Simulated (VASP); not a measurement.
Mg, 1 atom in the cell. It takes space group I4/mmm (No. 139, tetragonal). Conventional cell: a = 3.913 Å, b = 3.913 Å, c = 3.781 Å, α = 90.00°, β = 90.00°, γ = 90.00°. Within 4.4 Å of Mg (site symmetry 4/mmm) lie 14 Mg at 3.35 to 3.91 Å.  This cell differs from its parent crystal: Ca replaced by Mg, lengths x 0.881, strained.

```yaml
Program: VASP 6.6.1
Task: single point
Functional: PBE
Potentials_or_basis: VASP PAW PBE potentials, release 64 (Mg)
Cutoff: 520 eV
k_mesh: 16 × 16 × 16
Occupations: gaussian, width 0.1 eV
Spin: no spin polarisation
Dipole_correction: no
Further_INCAR_settings: ALGO = Normal; EDIFF = 1e-07; NBANDS = 7
```

Potentials or basis: VASP PAW PBE potentials, release 64 (Mg).

The run is started by

```sh
$ cat potpaw_PBE.64/Mg/POTCAR > POTCAR
$ mpirun -np 1 vasp_std > vasp.out
```

Hardware: 1 thread of Intel(R) Xeon(R) Platinum 8375C CPU @ 2.90GHz (Ice Lake), on a shared host.

**Question.** How long does it take, and how much memory?

**Answer.** It took 80 s on 1 thread of Intel(R) Xeon(R) Platinum 8375C CPU @ 2.90GHz (Ice Lake), with other jobs on the host, peak memory 0.21 GiB. Counts: scf iterations 12, k points 349.
